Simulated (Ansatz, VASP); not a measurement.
# Two plane-wave programs on Nb

```
CELL_PARAMETERS angstrom
0.00000 2.12565 2.09385
2.12565 0.00000 2.09385
2.12565 2.12565 0.00000
ATOMIC_POSITIONS crystal
Nb 0.00000 0.00000 0.00000
```

Change from the starting cell: z stretched by -1 % at fixed volume, PAW files.

Alike in both runs: task electric field gradients; functional PBE; k mesh 13 × 13 × 13; occupations fermi-dirac, width 0.08 eV; no spin polarisation.

|  | VASP | Ansatz |
| --- | --- | --- |
| version | VASP 6.6.1 | Ansatz 0.2.0 |
| potentials or method | VASP PAW PBE potentials, release 64 (Nb_sv) | PAW with Ansatz's default frozen-core files, scalar-relativistic |
| plane-wave cutoff (eV) | 400 | 420 |
| valence electrons in the cell | 13 | 13 |

```tsv
	VASP	Ansatz	Ansatz less VASP
size of Vzz on the site where it differs most (V/Å²)	9.0	9.0	-0.01
```
